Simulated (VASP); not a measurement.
## GaN: single point with B3LYP5

The system is GaN.

```
CELL_PARAMETERS angstrom
0.00000 2.28316 2.28316
2.28316 0.00000 2.28316
2.28316 2.28316 0.00000
ATOMIC_POSITIONS crystal
Ga 0.00000 0.00000 0.00000
N 0.25000 0.25000 0.25000
```

| Quantity | Value |
| --- | --- |
| Program | VASP 6.6.1 |
| Task | single point |
| Functional | B3LYP5 |
| Potentials or basis | VASP PAW PBE potentials, release 64 (Ga_d, N) |
| Cutoff | 520 eV |
| k mesh | 5 × 5 × 5 |
| Occupations | fermi-dirac, width 0.05 eV |
| Spin | no spin polarisation |
| Dipole correction | no |
| Grid for exact exchange (PRECFOCK) | Normal |
| Further INCAR settings | ALGO = Normal; EDIFF = 1e-07; NBANDS = 16 |

```json
{
 "Pressure": "-2.0 GPa",
 "Band gap on the k mesh": "3.12 eV, direct"
}
```

Levels at points of the mesh, in eV from the valence-band top:
| k point | band 7 | band 8 | band 9 | band 10 | band 11 | band 12 |
| --- | --- | --- | --- | --- | --- | --- |
| (0.00, 0.00, 0.00) | 0.00 | 0.00 | 0.00 | 3.12 | 11.94 | 11.94 |

It took 10 min on 1 thread of Intel(R) Xeon(R) Platinum 8375C CPU @ 2.90GHz (Ice Lake) (shared host), peak memory 0.15 GiB.

Caveat: the k points lie up to 0.48 Å⁻¹ apart; the PAW data sets were made with another functional, which shifts forces and pressure a little.
